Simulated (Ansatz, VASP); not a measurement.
NaF: VASP beside Ansatz

File INCAR:

```
PREC = Accurate
ENCUT = 520
EDIFF = 1E-7
ISMEAR = -1
SIGMA = 0.02
LREAL = F
LASPH = T
NELM = 100
ALGO = Normal
ISIF = 2
LWAVE = F
LCHARG = F
GGA = PE
NBANDS = 14
```

File KPOINTS:

```
Automatic mesh
0
Gamma
  10 10 10
```

The input POSCAR:

```
NaF
1.0
    2.6728066571      0.0000000000      0.0000000000
    0.0000000000      2.7934852186      0.0000000000
    0.0000000000      0.0000000000      2.7934852186
Na F
1 1
Direct
    0.0000000000      0.0000000000      0.0000000000
    0.5000000000      0.5000000000      0.5000000000
```

Input for Ansatz:

```yaml
crystal:
  lattice:
    - [2.6728066571, 0.0, 0.0]
    - [0.0, 2.7934852186, 0.0]
    - [0.0, 0.0, 2.7934852186]
  atoms:
    - { symbol: Na, position: [0.0, 0.0, 0.0] }
    - { symbol: F, position: [0.5, 0.5, 0.5] }
kpoints:
  mp_grid: { grid: [10, 10, 10] }
  band_path:
    path:
      - [0.0, 0.0, 0.0]
      - [0.0, 0.5, 0.0]
      - [0.5, 0.5, 0.0]
      - [0.5, 0.5, 0.5]
      - [0.0, 0.5, 0.5]
    npoints: 1
hamiltonian:
  xc: pbe
scf:
  occupations: { method: fermi_dirac, width: 0.02 }
  n_extra_bands: 4
output:
  forces: true
  stress: true
  eigenvalues: true
```

Change from the starting cell: uniaxial_x strain -4.3%.

Alike in both runs: task single point; functional PBE; k mesh 10 × 10 × 10; occupations fermi-dirac, width 0.02 eV; no spin polarisation.

|  | VASP | Ansatz |
| --- | --- | --- |
| version | VASP 6.6.1 | Ansatz 0.2.0 |
| potentials or method | VASP PAW PBE potentials, release 64 (Na_pv, F) | plane waves, PAW |
| plane-wave cutoff (eV) | 520 | 420 |
| valence electrons in the cell | 14 | 16 |

```csv
,VASP,Ansatz,Ansatz less VASP
gap on the k mesh at the Fermi level (eV),6.22,6.23,+0.016
pressure (GPa),7.6,7.7,+0.14
"traceless stress, the component that is largest in VASP (GPa)",5.31,5.30,-0.005
```

With one functional, cell and mesh, what is left measures potentials, basis and numerics. VASP's potentials hold 14 valence electrons a cell and Ansatz's 16, so a difference there can come from the potentials and not from the codes.
